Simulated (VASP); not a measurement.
# CsBr (Pm-3m) in VASP: single point with r2SCAN

Aim: the single point of CsBr with r2SCAN.

Program: VASP 6.6.1. These are calculated values, not measurements. Logs are shortened: lines on timing, memory, paths and dates and some standing lists are left out, and cuts for length are marked.

### 1 The cell of the first run

The structure is cubic, space group Pm-3m (No. 221). Conventional cell: a = 4.323 Å, b = 4.323 Å, c = 4.323 Å, α = 90.00°, β = 90.00°, γ = 90.00°. Cs (site symmetry m-3m) has 8 Br at 3.74 Å and 6 Cs at 4.32 Å within 4.9 Å. Br (site symmetry m-3m) has 8 Cs at 3.74 Å and 6 Br at 4.32 Å within 4.9 Å.

### 2 Single point, r2SCAN

The input, POSCAR:

```
CsBr
1.0
    4.3225921058      0.0000000000      0.0000000000
    0.0000000000      4.3225921058      0.0000000000
    0.0000000000      0.0000000000      4.3225921058
Cs Br
1 1
Direct
    0.0000000000      0.0000000000      0.0000000000
    0.5000000000      0.5000000000      0.5000000000
```

The input, INCAR.step1:

```
SYSTEM = CsBr
ALGO = Normal
EDIFF = 1E-5
ENCUT = 550
GGA = PE
GGA_COMPAT = .FALSE.
ISMEAR = -1
LASPH = .TRUE.
LCHARG = .FALSE.
LREAL = .FALSE.
LWAVE = .TRUE.
NBANDS = 15
NELM = 120
PREC = Accurate
SIGMA = 0.1
```

The input, INCAR.step2:

```
SYSTEM = CsBr
ALGO = Normal
EDIFF = 1E-6
ENCUT = 550
GGA_COMPAT = .FALSE.
ISIF = 2
ISMEAR = -1
ISTART = 1
LASPH = .TRUE.
LCHARG = .TRUE.
LELF = .TRUE.
LMIXTAU = .TRUE.
LREAL = .FALSE.
LVHAR = .TRUE.
LWAVE = .FALSE.
METAGGA = R2SCAN
NBANDS = 15
NELM = 120
PREC = Accurate
SIGMA = 0.1
```

The input, KPOINTS:

```
k-points
0
G
  8 8 8
  0 0 0
```

Potentials or basis: VASP PAW PBE potentials, release 64 (Cs_sv, Br).

The run is started by

```sh
> cat potpaw_PBE.64/Cs_sv/POTCAR potpaw_PBE.64/Br/POTCAR > POTCAR
> cp INCAR.step1 INCAR
> mpirun -np 1 vasp_std > vasp.out
> cp INCAR.step2 INCAR
> mpirun -np 1 vasp_std > vasp.out
```

OUTCAR:

```text
SYSTEM = CsBr
   EDIFF = 1E-6
   ENCUT = 550
   ISIF = 2
   ISMEAR = -1
   ISTART = 1
   LASPH = .TRUE.
   LREAL = .FALSE.
   METAGGA = R2SCAN
   NELM = 120
   PREC = Accurate

 ion  position               nearest neighbor table
   1  0.000  0.000  0.000-
   2  0.500  0.500  0.500-

  LATTYP: Found a simple cubic cell.
 ALAT       =     4.3225921058

  Lattice vectors:

 A1 = (   4.3225921058,   0.0000000000,   0.0000000000)
 A2 = (   0.0000000000,   4.3225921058,   0.0000000000)
 A3 = (   0.0000000000,   0.0000000000,   4.3225921058)

Analysis of symmetry for initial positions (statically):
=====================================================================
 Subroutine PRICEL returns:
 Original cell was already a primitive cell.

 Routine SETGRP: Setting up the symmetry group for a
 simple cubic supercell.

 Subroutine GETGRP returns: Found 48 space group operations
 (whereof 48 operations were pure point group operations)
 out of a pool of 48 trial point group operations.

The static configuration has the point symmetry O_h .

Analysis of symmetry for dynamics (positions and initial velocities):
=====================================================================
 Subroutine PRICEL returns:
 Original cell was already a primitive cell.

 Routine SETGRP: Setting up the symmetry group for a
 simple cubic supercell.

 Subroutine GETGRP returns: Found 48 space group operations
 (whereof 48 operations were pure point group operations)
 out of a pool of 48 trial point group operations.

The dynamic configuration has the point symmetry O_h .

 Subroutine INISYM returns: Found 48 space group operations
 (whereof 48 operations are pure point group operations),
 and found     1 'primitive' translations

----------------------------------------------------------------------------------------

                                     Primitive cell

  volume of cell :      80.7668

  direct lattice vectors                    reciprocal lattice vectors
     4.322592106  0.000000000  0.000000000     0.231342670  0.000000000  0.000000000
     0.000000000  4.322592106  0.000000000     0.000000000  0.231342670  0.000000000
     0.000000000  0.000000000  4.322592106     0.000000000  0.000000000  0.231342670

  length of vectors
     4.322592106  4.322592106  4.322592106     0.231342670  0.231342670  0.231342670

  position of ions in fractional coordinates (direct lattice)
     0.000000000  0.000000000  0.000000000
     0.500000000  0.500000000  0.500000000

[... 81 lines left out ...]
   NFREE  =      0    steps in history (QN), initial steepest desc. (CG)
   ISIF   =      2    stress and relaxation
   ISYM   =      2    0-nonsym 1-usesym 2-fastsym
   POTIM  = 0.5000    time-step for ionic-motion
   TEBEG  =    0.0;   TEEND  =   0.0 temperature during run
   PSTRESS=    0.0 pullay stress
   NELECT =      16.0000    total number of electrons
   NUPDOWN=      -1.0000    fix difference up-down
   EMIN   =  10.00;   EMAX   =-10.00  energy-range for DOS
   EFERMI =   0.00;   METHOD = LEGACY
   ISMEAR =    -1;   SIGMA  =   0.10  broadening in eV -4-tet -1-fermi 0-gaus
   EFERMI_NEDOS =   21; number of points for ismear=-14 and -15
   IALGO  =     38    algorithm
   IMIX   =      4    mixing-type and parameters
     AMIX     =   0.40;   BMIX     =  1.00
     AMIX_MAG =   1.60;   BMIX_MAG =  1.00
  volume/ion in A,a.u.               =      40.38       272.52
  Fermi-wavevector in a.u.,A,eV,Ry     =   0.954342  1.803444 12.391752  0.910768
  Thomas-Fermi vector in A             =   2.083080
   LORBIT       =      0    0 simple, 1 ext, 2 COOP (PROOUT), +10 PAW based schemes
   METAGGA = R2SCAN    functional components
   LHFCALC =     F    Hartree Fock is set to
   AEXX    =    0.0000 exact exchange contribution
   IVDW    =     0    specifies the selected vdW correction
   LEPSILON=     F    determine dielectric tensor
   LRPA    =     F    only Hartree local field effects (RPA)
 non-spin polarized calculation
  energy-cutoff  :      550.00
  volume of cell :       80.77
 maximum number of plane-waves:      2392
 NGX is ok and might be reduce to    36
   NGX = 17   NGY = 17   NGZ = 17

 number of electron      16.0000003 magnetization

 Free energy of the ion-electron system (eV)
  ---------------------------------------------------
  ext. energy  EPLUGINS =         0.00000000
  ---------------------------------------------------
  free energy    TOTEN  =       -42.32548119 eV

  energy without entropy =      -42.32548119  energy(sigma->0) =      -42.32548119

 E-fermi :   1.5647     XC(G=0):  -8.3427

 val. band max:       -0.7841559852   @ k =   0.5000   0.5000   0.0000
 cond. band min:       4.3922912814   @ k =   0.0000   0.0000   0.0000
 fundamental gap:      5.1764472666
 Fermi energy:         1.5647466770

 k-point     1 :       0.0000    0.0000    0.0000
  band No.  band energies     occupation
      1     -21.1271      2.00000
      2     -13.5535      2.00000
      3      -7.3549      2.00000
      4      -7.3549      2.00000
      5      -7.3549      2.00000
      6      -0.7898      2.00000
      7      -0.7898      2.00000
      8      -0.7898      2.00000
      9       4.3923      0.00000
     10       4.6404      0.00000
     11       4.6404      0.00000
     12       8.9587      0.00000
     13       8.9587      0.00000
     14       8.9587      0.00000
[... 401 lines left out ...]
      2     -13.4592      2.00000
      3      -7.8614      2.00000
      4      -7.7999      2.00000
      5      -7.2934      2.00000
      6      -1.5055      2.00000
      7      -1.4035      2.00000
      8      -0.9697      2.00000
      9       5.5714      0.00000
     10       5.8451      0.00000
     11       7.2648      0.00000
     12       7.3241      0.00000
     13       9.1739      0.00000
     14      10.3360      0.00000
     15      11.1280      0.00000

 [... further k-points ...]
[... 5 lines left out ...]
  --------------------------------------------------------------------------------------
  -------------------------------------------------------------------------------------
  Total        0.0297285      0.0297285      0.0297285      0.0000000      0.0000000      0.0000000
  in kB        0.5897263      0.5897263      0.5897263      0.0000000      0.0000000      0.0000000
  external PRESSURE =       0.5897263 kB  Pullay stress =       0.0000000 kB

 VOLUME and BASIS-vectors are now :
 -----------------------------------------------------------------------------
  energy-cutoff  :      550.00
  volume of cell :       80.77
      direct lattice vectors                 reciprocal lattice vectors
     4.322592106  0.000000000  0.000000000     0.231342670  0.000000000  0.000000000
     0.000000000  4.322592106  0.000000000     0.000000000  0.231342670  0.000000000
     0.000000000  0.000000000  4.322592106     0.000000000  0.000000000  0.231342670

 POSITION                                       TOTAL-FORCE (eV/Angst)
 -----------------------------------------------------------------------------------
      0.00000      0.00000      0.00000         0.000000      0.000000      0.000000
      2.16130      2.16130      2.16130         0.000000      0.000000      0.000000
 -----------------------------------------------------------------------------------
    total drift:                                0.000000      0.000000      0.000000

  FREE ENERGIE OF THE ION-ELECTRON SYSTEM (eV)
  ---------------------------------------------------
  free  energy   TOTEN  =       -42.3254811894 eV

  energy  without entropy=      -42.3254811893  energy(sigma->0) =      -42.32548119
```

OUTCAR.step1:

```text
SYSTEM = CsBr
   EDIFF = 1E-5
   ENCUT = 550
   GGA = PE
   ISMEAR = -1
   LASPH = .TRUE.
   LREAL = .FALSE.
[... 652 lines left out ...]
      0.00000      0.00000      0.00000         0.000000      0.000000      0.000000
      2.16130      2.16130      2.16130         0.000000      0.000000      0.000000
 -----------------------------------------------------------------------------------
    total drift:                                0.000000      0.000000      0.000000

  FREE ENERGIE OF THE ION-ELECTRON SYSTEM (eV)
  ---------------------------------------------------
  free  energy   TOTEN  =        -6.0158798855 eV

  energy  without entropy=       -6.0158798853  energy(sigma->0) =       -6.01587989
```

It took 3.8 min on 1 thread of Intel Xeon 8259CL, shared host; peak memory 0.24 GiB.

What came out:

| Quantity | Value |
| --- | --- |
| Free energy | -42.3255 eV |
| Pressure | 0.1 GPa |
| Band gap on the k mesh | 5.18 eV (least direct gap 5.18 eV) |

Caveat: the PAW data sets were made with another functional, which shifts forces and pressure a little; spin-orbit coupling is left out, which moves the levels of the heavy elements.
